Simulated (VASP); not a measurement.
# Zn (Fm-3m) in VASP: further runs

The runs below take Zn through single point, with RPBE+D3(BJ), PBEsol+D3(BJ), PBE+D3(BJ), PBE+D4, PBEsol+D4.

All numbers are computed with VASP 6.6.1; they aren't measurements. Logs are shortened: lines on timing, memory, paths and dates and some standing lists are left out, and cuts for length are marked.

**1. The cell of the first run**

The structure is cubic, space group Fm-3m (No. 225). Conventional cell: a = 3.638 Å, b = 3.638 Å, c = 3.638 Å, α = 90.00°, β = 90.00°, γ = 90.00°. Zn (site symmetry m-3m) has 12 Zn at 2.57 Å within 3.4 Å.

**2. Single point, RPBE+D3(BJ)**

Input file INCAR:

```
SYSTEM = Zn
ALGO = Normal
EDIFF = 1E-7
ENCUT = 520
GGA = RP
ISIF = 2
ISMEAR = -1
IVDW = 12
LASPH = .True.
LCHARG = .False.
LREAL = .False.
LWAVE = .False.
NBANDS = 12
NELM = 100
PREC = Accurate
SIGMA = 0.05
```

Input file KPOINTS:

```
k-points
0
Gamma
  12 12 12
  0 0 0
```

Input file POSCAR:

```
Zn
1.0
    0.0000000000      1.8188369401      1.8188369401
    1.8188369401      0.0000000000      1.8188369401
    1.8188369401      1.8188369401      0.0000000000
Zn
1
Direct
    0.0000000000      0.0000000000      0.0000000000
```

Potentials or basis: VASP PAW PBE potentials, release 64 (Zn).

Run with:

```bash
> cat potpaw_PBE.64/Zn/POTCAR > POTCAR
> mpirun -np 1 vasp_std > vasp.out
```

OUTCAR:

```text
SYSTEM = Zn
   EDIFF = 1E-7
   ENCUT = 520
   GGA = RP
   ISIF = 2
   ISMEAR = -1
   IVDW = 12
   LASPH = .True.
   LREAL = .False.
   NELM = 100
   PREC = Accurate
 IVDW          = 12

 ion  position               nearest neighbor table
   1  0.000  0.000  0.000-

  LATTYP: Found a face centered cubic cell.
 ALAT       =     3.6376738802

  Lattice vectors:

 A1 = (   0.0000000000,   1.8188369401,   1.8188369401)
 A2 = (   1.8188369401,   0.0000000000,   1.8188369401)
 A3 = (   1.8188369401,   1.8188369401,   0.0000000000)

Analysis of symmetry for initial positions (statically):
=====================================================================
 Subroutine PRICEL returns:
 Original cell was already a primitive cell.

 Routine SETGRP: Setting up the symmetry group for a
 face centered cubic supercell.

 Subroutine GETGRP returns: Found 48 space group operations
 (whereof 48 operations were pure point group operations)
 out of a pool of 48 trial point group operations.

The static configuration has the point symmetry O_h .

Analysis of symmetry for dynamics (positions and initial velocities):
=====================================================================
 Subroutine PRICEL returns:
 Original cell was already a primitive cell.

 Routine SETGRP: Setting up the symmetry group for a
 face centered cubic supercell.

 Subroutine GETGRP returns: Found 48 space group operations
 (whereof 48 operations were pure point group operations)
 out of a pool of 48 trial point group operations.

The dynamic configuration has the point symmetry O_h .

 Subroutine INISYM returns: Found 48 space group operations
 (whereof 48 operations are pure point group operations),
 and found     1 'primitive' translations

----------------------------------------------------------------------------------------

                                     Primitive cell

  volume of cell :      12.0340

  direct lattice vectors                    reciprocal lattice vectors
     0.000000000  1.818836940  1.818836940    -0.274900948  0.274900948  0.274900948
     1.818836940  0.000000000  1.818836940     0.274900948 -0.274900948  0.274900948
     1.818836940  1.818836940  0.000000000     0.274900948  0.274900948 -0.274900948

  length of vectors
     2.572223868  2.572223868  2.572223868     0.476142410  0.476142410  0.476142410

  position of ions in fractional coordinates (direct lattice)
     0.000000000  0.000000000  0.000000000

[... 81 lines left out ...]
   ISIF   =      2    stress and relaxation
   ISYM   =      2    0-nonsym 1-usesym 2-fastsym
   POTIM  = 0.5000    time-step for ionic-motion
   TEBEG  =    0.0;   TEEND  =   0.0 temperature during run
   PSTRESS=    0.0 pullay stress
   NELECT =      12.0000    total number of electrons
   NUPDOWN=      -1.0000    fix difference up-down
   EMIN   =  10.00;   EMAX   =-10.00  energy-range for DOS
   EFERMI =   0.00;   METHOD = LEGACY
   ISMEAR =    -1;   SIGMA  =   0.05  broadening in eV -4-tet -1-fermi 0-gaus
   EFERMI_NEDOS =   21; number of points for ismear=-14 and -15
   IALGO  =     38    algorithm
   IMIX   =      4    mixing-type and parameters
     AMIX     =   0.40;   BMIX     =  1.00
     AMIX_MAG =   1.60;   BMIX_MAG =  1.00
  volume/ion in A,a.u.               =      12.03        81.21
  Fermi-wavevector in a.u.,A,eV,Ry     =   1.635554  3.090748 36.396074  2.675036
  Thomas-Fermi vector in A             =   2.727007
   LORBIT       =      0    0 simple, 1 ext, 2 COOP (PROOUT), +10 PAW based schemes
   GGA     = RP    functional components
   LHFCALC =     F    Hartree Fock is set to
   AEXX    =    0.0000 exact exchange contribution
   IVDW    =    12    specifies the selected vdW correction
   LEPSILON=     F    determine dielectric tensor
   LRPA    =     F    only Hartree local field effects (RPA)
 non-spin polarized calculation
  energy-cutoff  :      520.00
  volume of cell :       12.03
 maximum number of plane-waves:       332
   NGX =  9   NGY =  9   NGZ =  9

 number of electron      12.0000006 magnetization

 Free energy of the ion-electron system (eV)
  ---------------------------------------------------
  ext. energy  EPLUGINS =         0.00000000
  ---------------------------------------------------
  free energy    TOTEN  =        -0.40566809 eV

  energy without entropy =       -0.40406927  energy(sigma->0) =       -0.40486868

 E-fermi :   5.2778     XC(G=0): -12.7105

 val. band max:        5.2757254534   @ k =  -0.4167   0.2500   0.0000
 cond. band min:       5.4248142835   @ k =  -0.4167   0.0833   0.0000
 fundamental gap:      0.1490888301
 Fermi energy:         5.2778435432

 k-point     1 :       0.0000    0.0000    0.0000
  band No.  band energies     occupation
      1      -7.2943      2.00000
      2      -3.2732      2.00000
      3      -3.2732      2.00000
      4      -3.2732      2.00000
      5      -2.6909      2.00000
      6      -2.6909      2.00000
      7      25.7002      0.00000
      8      26.8415      0.00000
      9      26.8415      0.00000
     10      26.8415      0.00000
     11      29.2947      0.00000
     12      29.2947      0.00000
[... 331 lines left out ...]
 k-point    24 :      -0.4167    0.1667    0.0000
  band No.  band energies     occupation
      1      -4.1292      2.00000
      2      -3.4384      2.00000
      3      -3.0718      2.00000
      4      -2.8456      2.00000
      5      -2.3365      2.00000
      6       2.2253      2.00000
      7       5.0523      1.97824
      8      16.1368      0.00000
      9      20.5191      0.00000
     10      22.6619      0.00000
     11      31.0052      0.00000
     12      32.1120      0.00000

 [... further k-points ...]

------------------------ aborting loop because EDIFF is reached ----------------------------------------

 Edisp (eV)   -2.47421

 E8    (eV) :    -1.5644

  FORCE on cell =-STRESS in cart. coord.  units (eV):
  Direction    XX          YY          ZZ          XY          YZ          ZX
  --------------------------------------------------------------------------------------
  -------------------------------------------------------------------------------------
  Total       0.05696     0.05696     0.05696     0.00000    -0.00000     0.00000
  in kB       7.58393     7.58393     7.58393     0.00000    -0.00000     0.00000
  external pressure =        7.58 kB  Pullay stress =        0.00 kB

 VOLUME and BASIS-vectors are now :
 -----------------------------------------------------------------------------
  energy-cutoff  :      520.00
  volume of cell :       12.03
      direct lattice vectors                 reciprocal lattice vectors
     0.000000000  1.818836940  1.818836940    -0.274900948  0.274900948  0.274900948
     1.818836940  0.000000000  1.818836940     0.274900948 -0.274900948  0.274900948
     1.818836940  1.818836940  0.000000000     0.274900948  0.274900948 -0.274900948

 POSITION                                       TOTAL-FORCE (eV/Angst)
 -----------------------------------------------------------------------------------
      0.00000      0.00000      0.00000        -0.000000     -0.000000     -0.000000
 -----------------------------------------------------------------------------------
    total drift:                                0.000000     -0.000000      0.000000

  FREE ENERGIE OF THE ION-ELECTRON SYSTEM (eV)
  ---------------------------------------------------
  free  energy   TOTEN  =        -2.8798820780 eV

  energy  without entropy=       -2.8782832540  energy(sigma->0) =       -2.87908267
```

OSZICAR:

```text
N       E                     dE             d eps       ncg     rms          rms(c)
DAV:   1     0.425363729384E+02    0.42536E+02   -0.65730E+03  1808   0.170E+03
DAV:   2     0.465647499563E+00   -0.42071E+02   -0.39941E+02  1788   0.224E+02
DAV:   3    -0.543580949638E+00   -0.10092E+01   -0.10078E+01  2004   0.346E+01
DAV:   4    -0.545148180013E+00   -0.15672E-02   -0.15672E-02  1908   0.132E+00
DAV:   5    -0.545148981153E+00   -0.80114E-06   -0.80104E-06  2008   0.288E-02    0.494E+00
DAV:   6    -0.416694882119E+00    0.12845E+00   -0.66738E-01  2112   0.169E+01    0.335E+00
DAV:   7    -0.408934010907E+00    0.77609E-02   -0.10185E-02  1848   0.194E+00    0.166E+00
DAV:   8    -0.405664684910E+00    0.32693E-02   -0.15387E-03  1916   0.658E-01    0.305E-02
DAV:   9    -0.405669733846E+00   -0.50489E-05   -0.96251E-05  2220   0.136E-01    0.252E-02
DAV:  10    -0.405668423298E+00    0.13105E-05   -0.52564E-06  1888   0.355E-02    0.193E-03
DAV:  11    -0.405668185063E+00    0.23824E-06   -0.11100E-07  1424   0.646E-03    0.559E-04
DAV:  12    -0.405668080734E+00    0.10433E-06   -0.14459E-08  1068   0.177E-03    0.111E-04
DAV:  13    -0.405668092146E+00   -0.11412E-07   -0.56918E-10   944   0.318E-04
   1 F= -.28798821E+01 E0= -.28790827E+01  d E =-.159882E-02
```

stdout:

```text
POSCAR found type information on POSCAR Zn
 POSCAR found :  1 types and       1 ions
 scaLAPACK will be used
 -----------------------------------------------------------------------------
|                                                                             |
|                                                                             |
|     You enforced a specific xc type in the INCAR file but a different       |
|     I HOPE YOU KNOW WHAT YOU ARE DOING!                                     |
|                                                                             |
 -----------------------------------------------------------------------------

 LDA part: xc-table for (Slater+PW92), standard interpolation
 POSCAR, INCAR and KPOINTS ok, starting setup
 FFT: planning ... GRIDC
 FFT: planning ... GRID_SOFT
 FFT: planning ... GRID
 WAVECAR not read
 entering main loop
```

It took 8.8 s on 1 thread of Intel Xeon 8259CL, shared host; peak memory 0.14 GiB.

What came out:

```
Free energy                : -2.8799 eV
Pressure                   : 0.8 GPa
Band gap on the k mesh     : zero (band 6 reaches 7.52 eV, above the bottom of band 7 at 4.19 eV)
Dispersion energy per atom : -2.474 eV
```

Levels at points of the mesh, in eV from the Fermi level:
```tsv
k point	band 2	band 3	band 4	band 5	band 6	band 7	band 8	band 9	band 10	band 11
(0.00, 0.00, 0.00)	-8.55	-8.55	-8.55	-7.97	-7.97	20.42	21.56	21.56	21.56	24.02
(0.50, 0.00, 0.00)	-8.56	-8.56	-7.55	-7.55	-4.19	-1.08	18.09	18.10	18.78	21.41
(0.50, 0.50, 0.00)	-9.51	-7.56	-7.44	-7.44	-1.84	2.50	9.53	9.53	13.49	15.89
```

Caveat: the PAW data sets were made with another functional, which shifts forces and pressure a little; pairwise dispersion overbinds metals, which lowers pressure and volume.

**3. Single point, PBEsol+D3(BJ)**

This run uses another cell than the first one, of 13.41 Å³/atom, 1.114 times its volume.

Input file INCAR:

```
PREC = Accurate
ENCUT = 520
EDIFF = 1E-6
ISMEAR = -1
SIGMA = 0.05
LREAL = F
LASPH = T
NELM = 60
ALGO = Normal
ISIF = 2
LWAVE = F
LCHARG = F
GGA = PS
IVDW = 12
NBANDS = 12
```

Input file KPOINTS:

```
Automatic mesh
0
Gamma
  12 12 12
```

Input file POSCAR:

```
Zn
1.0
    0.0000000000      1.8857007320      1.8857007320
    1.8857007320      0.0000000000      1.8857007320
    1.8857007320      1.8857007320      0.0000000000
Zn
1
Direct
    0.0000000000      0.0000000000      0.0000000000
```

Potentials or basis: VASP PAW PBE potentials, release 64 (Zn).

Run with:

```bash
> cat potpaw_PBE.64/Zn/POTCAR > POTCAR
> mpirun -np 1 vasp_std > vasp.out
```

Run time: 7.8 s. Hardware: 1 thread of Intel Xeon 8259CL, shared host; peak memory 0.14 GiB.

It converged, with:

| Item | Value |
| --- | --- |
| Free energy | -1.9486 eV |
| Pressure | 0.6 GPa |
| Band gap on the k mesh | zero (band 6 reaches 6.16 eV, above the bottom of band 7 at 2.67 eV) |
| Dispersion energy per atom | -0.408 eV |

Levels at points of the mesh, in eV from the Fermi level:
```tsv
k point	band 2	band 3	band 4	band 5	band 6	band 7	band 8	band 9	band 10	band 11
(0.00, 0.00, 0.00)	-7.93	-7.93	-7.93	-7.45	-7.45	19.89	20.04	20.04	20.04	22.67
(0.50, 0.00, 0.00)	-7.94	-7.94	-7.09	-7.09	-3.44	-1.14	16.75	16.75	18.32	20.33
(0.50, 0.50, 0.00)	-8.71	-7.11	-7.00	-7.00	-1.32	2.23	9.07	9.07	12.95	14.68
```

Caveat: the PAW data sets were made with another functional, which shifts forces and pressure a little; pairwise dispersion overbinds metals, which lowers pressure and volume.

**4. Single point, PBE+D3(BJ)**

This run uses another cell than the first one, of 14.21 Å³/atom, 1.181 times its volume.

Input file INCAR:

```
ALGO = Normal ; EDIFF = 1E-7
ENCUT = 520 ; GGA = PE
ISIF = 2 ; ISMEAR = -1
IVDW = 12 ; LASPH = True
LCHARG = False ; LREAL = False
LWAVE = False ; NBANDS = 12
NELM = 100 ; PREC = Accurate
SIGMA = 0.05
```

Input file KPOINTS:

```
k-points
0
Gamma
  12 12 12
```

Input file POSCAR:

```
Zn
1.0
    0.0000000000      1.9224710025      1.9224710025
    1.9224710025      0.0000000000      1.9224710025
    1.9224710025      1.9224710025      0.0000000000
Zn
1
Direct
    0.0000000000      0.0000000000      0.0000000000
```

Run with:

```bash
> cat potpaw_PBE.64/Zn/POTCAR > POTCAR
> mpirun -np 1 vasp_std > vasp.out
```

It took 8.8 s on 1 thread of Intel Xeon 8259CL, shared host; peak memory 0.13 GiB.

The run converged. Its results:

```
Free energy                : -1.4925 eV
Pressure                   : 0.4 GPa
Band gap on the k mesh     : zero (band 6 reaches 5.86 eV, above the bottom of band 7 at 2.29 eV)
Dispersion energy per atom : -0.431 eV
```

Levels at points of the mesh, in eV from the Fermi level:
```csv
k point,band 3,band 4,band 5,band 6,band 7,band 8,band 9,band 10
"(0.00, 0.00, 0.00)",-7.76,-7.76,-7.33,-7.33,19.24,19.24,19.24,19.43
"(0.50, 0.00, 0.00)",-7.77,-7.01,-7.01,-3.14,-1.22,16.08,16.08,17.93
"(0.50, 0.50, 0.00)",-7.03,-6.93,-6.93,-1.12,2.02,8.81,8.81,12.56
```

Caveat: pairwise dispersion overbinds metals, which lowers pressure and volume.

[end of part 1 of 2]
